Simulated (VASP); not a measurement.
Write the native input for VASP 6.6.1 that does the following.

```
Task                   : single point
Functional             : PBE
Potentials or basis    : VASP PAW PBE potentials, release 64 (Si, O)
Cutoff                 : 520 eV
k mesh                 : 6 × 6 × 4
Occupations            : gaussian, width 0.02 eV
Spin                   : no spin polarisation
Dipole correction      : no
Further INCAR settings : ALGO = Normal; EDIFF = 1e-07; NBANDS = 44
```

The structure of SiO2 lies in POSCAR:

```
SiO2
1.0
    5.0367586711      0.0000000000      0.0000000000
    0.0000000000      5.0367586711      0.0000000000
    0.0000000000      0.0000000000      7.0168346655
Si O
4 8
Direct
    0.2989360152      0.2989360152      0.0000000000
    0.2010639848      0.7989360152      0.2500000000
    0.7010639848      0.7010639848      0.5000000000
    0.7989360152      0.2010639848      0.7500000000
    0.2392507607      0.1038818511      0.1794626717
    0.3961181489      0.7392507607      0.4294626717
    0.7607492393      0.8961181489      0.6794626717
    0.6038818511      0.2607492393      0.9294626717
    0.7392507607      0.3961181489      0.5705373283
    0.8961181489      0.7607492393      0.3205373283
    0.2607492393      0.6038818511      0.0705373283
    0.1038818511      0.2392507607      0.8205373283
```

These files were run (other wordings do the same):

INCAR

```
PREC = Accurate ; ENCUT = 520
EDIFF = 1E-7 ; ISMEAR = 0
SIGMA = 0.02 ; LREAL = False
LASPH = True ; NELM = 80
ALGO = Normal ; ISIF = 2
LWAVE = False ; LCHARG = False
GGA = PE ; NBANDS = 44
```

KPOINTS

```
Automatic mesh
0
Gamma
  6 6 4
```

Potentials or basis: VASP PAW PBE potentials, release 64 (Si, O).

Command:

```bash
$ cat potpaw_PBE.64/Si/POTCAR potpaw_PBE.64/O/POTCAR > POTCAR
$ mpirun -np 1 vasp_std > vasp.out
```

Results of the run:

```json
{
  "Pressure": "0.6 GPa",
  "Largest force": "0.026 eV/Å",
  "Band gap on the k mesh": "5.56 eV"
}
```

It took 97 s on 1 thread of AMD EPYC 9R45 96-Core Processor (Zen 5) (shared host), peak memory 0.33 GiB.
